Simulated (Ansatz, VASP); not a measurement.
**One calculation of Al2O3, two programs**

The input INCAR:

```
SYSTEM = Al2O3
PREC = Accurate
ENCUT = 600
EDIFF = 1E-6
ISMEAR = 0
SIGMA = 0.02
LREAL = .FALSE.
LASPH = .TRUE.
NELM = 80
ALGO = Normal
ISIF = 3
LWAVE = .FALSE.
LCHARG = .FALSE.
GGA = PS
IBRION = 2
NSW = 100
EDIFFG = -0.005
```

Contents of KPOINTS:

```
regular mesh
0
G
  6 6 6
  0 0 0
```

POSCAR

```
Al2O3
1.0
    2.4025136104      1.3870918797      4.3720844159
   -2.4025136104      1.3870918797      4.3720844159
    0.0000000000     -2.7741837594      4.3720844159
Al O
4 6
Direct
    0.1479040000      0.1479040000      0.1479040000
    0.3520960000      0.3520960000      0.3520960000
    0.6479040000      0.6479040000      0.6479040000
    0.8520960000      0.8520960000      0.8520960000
    0.9438545000      0.5561455000      0.2500000000
    0.4438545000      0.7500000000      0.0561455000
    0.5561455000      0.2500000000      0.9438545000
    0.2500000000      0.9438545000      0.5561455000
    0.7500000000      0.0561455000      0.4438545000
    0.0561455000      0.4438545000      0.7500000000
```

Input for Ansatz:

```yaml
crystal:
  lattice:
    - [2.4025136104, 1.3870918797, 4.3720844159]
    - [-2.4025136104, 1.3870918797, 4.3720844159]
    - [0.0, -2.7741837594, 4.3720844159]
  atoms:
    - { symbol: Al, position: [0.147904, 0.147904, 0.147904] }
    - { symbol: Al, position: [0.352096, 0.352096, 0.352096] }
    - { symbol: Al, position: [0.647904, 0.647904, 0.647904] }
    - { symbol: Al, position: [0.852096, 0.852096, 0.852096] }
    - { symbol: O, position: [0.9438545, 0.5561455, 0.25] }
    - { symbol: O, position: [0.4438545, 0.75, 0.0561455] }
    - { symbol: O, position: [0.5561455, 0.25, 0.9438545] }
    - { symbol: O, position: [0.25, 0.9438545, 0.5561455] }
    - { symbol: O, position: [0.75, 0.0561455, 0.4438545] }
    - { symbol: O, position: [0.0561455, 0.4438545, 0.75] }
basis:
  ecutwfc: 420
kpoints:
  mp_grid: { grid: [6, 6, 6] }
hamiltonian:
  xc: pbesol
scf:
  occupations: { method: gaussian, width: 0.02 }
output:
  forces: true
  stress: true
  eigenvalues: true
relax:
  adjacent_minimum: "off"
  f_tol: 0.005
  max_steps: 80
  cell: { stress_tol: 0.05 }
```

Alike in both runs: task relaxation of cell and atoms; functional PBEsol; k mesh 6 × 6 × 6; occupations gaussian, width 0.02 eV; no spin polarisation.

```csv
,VASP,Ansatz
version,VASP 6.6.1,Ansatz 0.2.0
potentials or method,"VASP PAW PBE potentials, release 64 (Al, O), cutoff 600 eV","scalar-relativistic, plane waves, PAW"
valence electrons in the cell,48,48
```

```csv
,VASP,Ansatz,Ansatz less VASP
"gap on the k mesh at the Fermi level, each at its own relaxed structure (eV)",6.05,6.03,-0.020
relaxed volume (Å³/atom),8.56,8.56,+0.007
relaxed length of the cell vector where the two differ most in proportion (Å),5.138,5.140,+0.0017
```

VASP's potentials were made for PBE, not for PBEsol.
